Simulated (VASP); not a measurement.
# ZrS2 (P-3m1) in VASP: settings compared

ZrS2 is run at these levels: PBE, LDA, r2SCAN; tasks: single point.

Everything below comes from runs of VASP 6.6.1. Logs are shortened: lines on timing, memory, paths and dates and some standing lists are left out, and cuts for length are marked.

### 1 The cell of the first run

It takes space group P-3m1 (No. 164, trigonal). The conventional cell has a = 3.674 Å, b = 3.674 Å, c = 5.857 Å, α = 90.00°, β = 90.00°, γ = 120.00°. Within 3.4 Å of Zr (site symmetry -3m) lie 6 S at 2.57 Å. S (site symmetry 3m) has 3 Zr at 2.57 Å within 3.4 Å.

### 2 Single point, PBE

INCAR reads:

```
SYSTEM = ZrS2
ALGO     = Normal         ! electronic algorithm
EDIFF    = 1E-6           ! SCF threshold, eV
ENCUT    = 500            ! plane-wave cutoff, eV
GGA      = PE             ! functional
GGA_COMPAT= .FALSE.      
ISIF     = 2              ! what is computed and relaxed
ISMEAR   = 0              ! smearing method
LASPH    = .TRUE.         ! aspherical terms in the spheres
LCHARG   = .TRUE.         ! write CHGCAR
LELF     = .TRUE.         ! ELF
LREAL    = .FALSE.        ! projectors in reciprocal space
LVHAR    = .TRUE.       
LWAVE    = .FALSE.        ! write WAVECAR
NBANDS   = 19             ! bands
NELM     = 120            ! most SCF steps
PREC     = Accurate       ! precision mode
SIGMA    = 0.01           ! smearing width, eV
```

KPOINTS reads:

```
k-points
0
G
  6 6 2
  0 0 0
```

POSCAR reads:

```
ZrS2
1.0
    3.6743990845      0.0000000000      0.0000000000
   -1.8371995423      3.1821229508      0.0000000000
    0.0000000000      0.0000000000      5.8568562691
Zr S
1 2
Direct
    0.0000000000      0.0000000000      0.0000000000
    0.3333333333      0.6666666667      0.2462324601
    0.6666666667      0.3333333333      0.7537675399
```

Potentials or basis: VASP PAW PBE potentials, release 64 (Zr_sv, S).

Started as:

```sh
$ cat potpaw_PBE.64/Zr_sv/POTCAR potpaw_PBE.64/S/POTCAR > POTCAR
$ mpirun -np 1 vasp_std > vasp.out
```

OUTCAR:

```text
SYSTEM = ZrS2
   EDIFF = 1E-6
   ENCUT = 500
   GGA = PE
   ISIF = 2
   ISMEAR = 0
   LASPH = .TRUE.
   LREAL = .FALSE.
   NELM = 120
   PREC = Accurate

 ion  position               nearest neighbor table
   1  0.000  0.000  0.000-   2 2.57   3 2.57   3 2.57   2 2.57   3 2.57   2 2.57
   2  0.333  0.667  0.246-   1 2.57   1 2.57   1 2.57
   3  0.667  0.333  0.754-   1 2.57   1 2.57   1 2.57

  LATTYP: Found a hexagonal cell.
 ALAT       =     3.6743990845
 C/A-ratio  =     1.5939630221

  Lattice vectors:

 A1 = (   3.6743990845,   0.0000000000,   0.0000000000)
 A2 = (  -1.8371995423,   3.1821229508,   0.0000000000)
 A3 = (   0.0000000000,   0.0000000000,   5.8568562691)

Analysis of symmetry for initial positions (statically):
=====================================================================
 Subroutine PRICEL returns:
 Original cell was already a primitive cell.

 Routine SETGRP: Setting up the symmetry group for a
 hexagonal supercell.

 Subroutine GETGRP returns: Found 12 space group operations
 (whereof 12 operations were pure point group operations)
 out of a pool of 24 trial point group operations.

The static configuration has the point symmetry D_3d.

Analysis of symmetry for dynamics (positions and initial velocities):
=====================================================================
 Subroutine PRICEL returns:
 Original cell was already a primitive cell.

 Routine SETGRP: Setting up the symmetry group for a
 hexagonal supercell.

 Subroutine GETGRP returns: Found 12 space group operations
 (whereof 12 operations were pure point group operations)
 out of a pool of 24 trial point group operations.

The dynamic configuration has the point symmetry D_3d.

 Subroutine INISYM returns: Found 12 space group operations
 (whereof 12 operations are pure point group operations),
 and found     1 'primitive' translations

----------------------------------------------------------------------------------------

                                     Primitive cell

  volume of cell :      68.4806

  direct lattice vectors                    reciprocal lattice vectors
     3.674399085  0.000000000  0.000000000     0.272153345  0.157127807  0.000000000
    -1.837199542  3.182122951  0.000000000     0.000000000  0.314255613  0.000000000
     0.000000000  0.000000000  5.856856269     0.000000000  0.000000000  0.170740062
[... 72 lines left out ...]
   LASPH  =      T    aspherical Exc in radial PAW
   ENCUT  =  500.0 eV  36.75 Ry    6.06 a.u.   6.70  6.70 10.68*2*pi/ulx,y,z
   NELM   =    120;   NELMIN=  2; NELMDL= -5     # of ELM steps
   EDIFF  = 0.1E-05   stopping-criterion for ELM
   LREAL  =      F    real-space projection
   EDIFFG = 0.1E-04   stopping-criterion for IOM
   NSW    =      0    number of steps for IOM
   IBRION =     -1    ionic relax: 0-MD 1-quasi-New 2-CG
   NFREE  =      0    steps in history (QN), initial steepest desc. (CG)
   ISIF   =      2    stress and relaxation
   ISYM   =      2    0-nonsym 1-usesym 2-fastsym
   POTIM  = 0.5000    time-step for ionic-motion
   TEBEG  =    0.0;   TEEND  =   0.0 temperature during run
   PSTRESS=    0.0 pullay stress
   NELECT =      24.0000    total number of electrons
   NUPDOWN=      -1.0000    fix difference up-down
   EMIN   =  10.00;   EMAX   =-10.00  energy-range for DOS
   EFERMI =   0.00;   METHOD = LEGACY
   ISMEAR =     0;   SIGMA  =   0.01  broadening in eV -4-tet -1-fermi 0-gaus
   EFERMI_NEDOS =   21; number of points for ismear=-14 and -15
   IALGO  =     38    algorithm
   IMIX   =      4    mixing-type and parameters
     AMIX     =   0.40;   BMIX     =  1.00
     AMIX_MAG =   1.60;   BMIX_MAG =  1.00
  volume/ion in A,a.u.               =      22.83       154.04
  Fermi-wavevector in a.u.,A,eV,Ry     =   1.154222  2.181163 18.126064  1.332228
  Thomas-Fermi vector in A             =   2.290860
   LORBIT       =      0    0 simple, 1 ext, 2 COOP (PROOUT), +10 PAW based schemes
   GGA     = PE    functional components
   LHFCALC =     F    Hartree Fock is set to
   AEXX    =    0.0000 exact exchange contribution
   IVDW    =     0    specifies the selected vdW correction
   LEPSILON=     F    determine dielectric tensor
   LRPA    =     F    only Hartree local field effects (RPA)
 non-spin polarized calculation
 Gauss-broadening in eV      SIGMA  =   0.01
  energy-cutoff  :      500.00
  volume of cell :       68.48
 maximum number of plane-waves:      1785
 NGX is ok and might be reduce to    28
   NGX = 13   NGY = 13   NGZ = 21

 number of electron      24.0000000 magnetization

 Free energy of the ion-electron system (eV)
  ---------------------------------------------------
  ext. energy  EPLUGINS =         0.00000000
  ---------------------------------------------------
  free energy    TOTEN  =       -21.39219473 eV

  energy without entropy =      -21.39219473  energy(sigma->0) =      -21.39219473

 E-fermi :   4.8116     XC(G=0):  -9.5605

 val. band max:        4.6527309333   @ k =   0.0000   0.0000   0.0000
 cond. band min:       5.5339123713   @ k =   0.5000   0.0000   0.5000
 fundamental gap:      0.8811814380
 Fermi energy:         4.8115969965

 k-point     1 :       0.0000    0.0000    0.0000
  band No.  band energies     occupation
      1     -44.4114      2.00000
      2     -22.4773      2.00000
      3     -22.3200      2.00000
      4     -22.3200      2.00000
      5      -8.1002      2.00000
      6      -6.6008      2.00000
[... 285 lines left out ...]
      6      -6.8062      2.00000
[... 11 lines left out ...]
     18      12.8288      0.00000
     19      13.2533      0.00000

------------------------ aborting loop because EDIFF is reached ----------------------------------------

  FORCE on cell =-STRESS in cart. coord.  units (eV):
  Direction    XX          YY          ZZ          XY          YZ          ZX
  --------------------------------------------------------------------------------------
  -------------------------------------------------------------------------------------
  Total        0.4653150      0.4653150      0.8551388     -0.0000000      0.0000000      0.0000000
  in kB       10.8865368     10.8865368     20.0068780     -0.0000000      0.0000000      0.0000000
  external PRESSURE =      13.9266506 kB  Pullay stress =       0.0000000 kB

 VOLUME and BASIS-vectors are now :
 -----------------------------------------------------------------------------
  energy-cutoff  :      500.00
  volume of cell :       68.48
      direct lattice vectors                 reciprocal lattice vectors
     3.674399085  0.000000000  0.000000000     0.272153345  0.157127807  0.000000000
    -1.837199542  3.182122951  0.000000000     0.000000000  0.314255613  0.000000000
     0.000000000  0.000000000  5.856856269     0.000000000  0.000000000  0.170740062

 POSITION                                       TOTAL-FORCE (eV/Angst)
 -----------------------------------------------------------------------------------
      0.00000      0.00000      0.00000        -0.000000      0.000000      0.000000
     -0.00000      2.12142      1.44215         0.000000     -0.000000      0.030653
      1.83720      1.06071      4.41471        -0.000000      0.000000     -0.030653
 -----------------------------------------------------------------------------------
    total drift:                                0.000000     -0.000000     -0.000000

  FREE ENERGIE OF THE ION-ELECTRON SYSTEM (eV)
  ---------------------------------------------------
  free  energy   TOTEN  =       -21.3921947346 eV

  energy  without entropy=      -21.3921947346  energy(sigma->0) =      -21.39219473
```

stdout:

```text
POSCAR found type information on POSCAR ZrS
 POSCAR found :  2 types and       3 ions
 scaLAPACK will be used
 LDA part: xc-table for (Slater+PW92), standard interpolation
 POSCAR, INCAR and KPOINTS ok, starting setup
 FFT: planning ... GRIDC
 FFT: planning ... GRID_SOFT
 FFT: planning ... GRID
 WAVECAR not read
 entering main loop
```

Run time: 10 s. Hardware: 1 thread of Intel Xeon Platinum 8559C (Emerald Rapids), shared host; peak memory 0.18 GiB.

Results:

| Property | Result |
| --- | --- |
| Free energy | -21.3922 eV |
| Pressure | 1.4 GPa |
| Largest force | 0.031 eV/Å |
| Band gap on the k mesh | 0.88 eV, indirect (least direct gap 1.50 eV) |

Forces in eV/Å, atoms in the order of the input:
```
Zr   0.000  0.000  0.000
S    0.000  0.000  0.031
S    0.000  0.000 -0.031
```

Caveat: the k points lie up to 0.54 Å⁻¹ apart; this functional lacks dispersion, which binds the layers, so the pressure and a relaxed spacing across them are unreliable. As with any semilocal functional, this PBE gap is likely too small.

### 3 Single point, PBE

INCAR reads:

```
PREC = Accurate
ENCUT = 500
EDIFF = 1E-6
ISMEAR = 0
SIGMA = 0.01
LREAL = False
LASPH = True
NELM = 120
ALGO = Normal
ISIF = 2
LWAVE = False
LCHARG = True
GGA = PE
LELF = True
LVHAR = True
NBANDS = 19
GGA_COMPAT = False
```

KPOINTS reads:

```
Automatic mesh
0
Gamma
  6 6 2
```

POSCAR is that of step 2.

Potentials or basis: VASP PAW PBE potentials, release 64 (Zr_sv, S).

Started as:

```sh
$ cat potpaw_PBE.64/Zr_sv/POTCAR potpaw_PBE.64/S/POTCAR > POTCAR
$ mpirun -np 1 vasp_std > vasp.out
```

Wall time 10 s (1 thread of Intel Xeon Platinum 8559C (Emerald Rapids), shared host); peak memory 0.18 GiB.

It converged, with:

| Property | Result |
| --- | --- |
| Free energy | -21.3922 eV |
| Pressure | 1.4 GPa |
| Largest force | 0.031 eV/Å |
| Band gap on the k mesh | 0.88 eV, indirect (least direct gap 1.50 eV) |

Forces on the atoms (eV/Å):
```
Zr   0.000  0.000  0.000
S    0.000  0.000  0.031
S    0.000  0.000 -0.031
```

Stress tensor (GPa, compression positive):
```
1.09 0.00 0.00
0.00 1.09 0.00
0.00 0.00 2.00
```

Levels at points of the mesh, in eV from the valence-band top:
```
           k point  band 10  band 11  band 12  band 13  band 14  band 15
(0.00, 0.00, 0.00)    -0.17    -0.17     0.00     1.50     1.50     2.31
(0.50, 0.00, 0.00)    -2.52    -1.89    -1.31     1.06     3.19     3.47
(0.00, 0.00, 0.50)    -1.82    -0.31    -0.31     1.46     1.46     2.64
(0.50, 0.00, 0.50)    -2.32    -1.03    -0.81     0.88     3.18     3.47
```

Caveat: the k points lie up to 0.54 Å⁻¹ apart; this functional lacks dispersion, which binds the layers, so the pressure and a relaxed spacing across them are unreliable. A k mesh can miss the band edges.

[end of part 1 of 2]
